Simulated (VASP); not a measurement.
Co:

```
Co
1.0
    -2.16874    2.16874    1.18309
     2.16874   -2.16874    1.18309
     2.16874    2.16874   -1.18309
Co
2
Direct
  0.00000 0.00000 0.00000
  0.75000 0.25000 0.50000
```

- Program: VASP 6.6.1
- Task: relaxation of cell and atoms
- Functional: PBEsol
- Potentials or basis: VASP PAW PBE potentials, release 64 (Co)
- Cutoff: 600 eV
- k mesh: 8 × 8 × 8
- Occupations: gaussian, width 0.1 eV
- Spin: collinear spin, ferromagnetic start
- Starting moments: [1.91, 1.91] μB

At the start: pressure 6.1 GPa; volume 11.13 Å³/atom.

Q: Where does the relaxation end?

A: Over 4 steps the energy falls by 9.9 meV/atom and the volume is 11.47 Å³/atom (+3.1 %); space group I4_1/amd (No. 141, to 0.05 Å); moment 3.51 μB per cell.

The path:
```csv
step,energy change (eV),largest force (eV/Å),pressure (GPa),volume (Å³)
1,0.0000,0.0000,6.10,22.26
2,-0.0076,0.0000,-5.37,23.65
3,-0.0179,0.0000,-0.70,23.03
4,-0.0198,0.0000,-0.01,22.95
```

Final structure:
```xyz
2
Lattice="-2.2078 2.2078 1.1769 2.2078 -2.2078 1.1769 2.2078 2.2078 -1.1769" Properties=species:S:1:pos:R:3 pbc="T T T"
Co    0.0000    4.4157    0.0000
Co    0.0000    2.2078    0.5884
```

Caveat: the k points lie up to 0.38 Å⁻¹ apart in the final cell; the PAW data sets were made with another functional, which shifts forces and pressure a little.
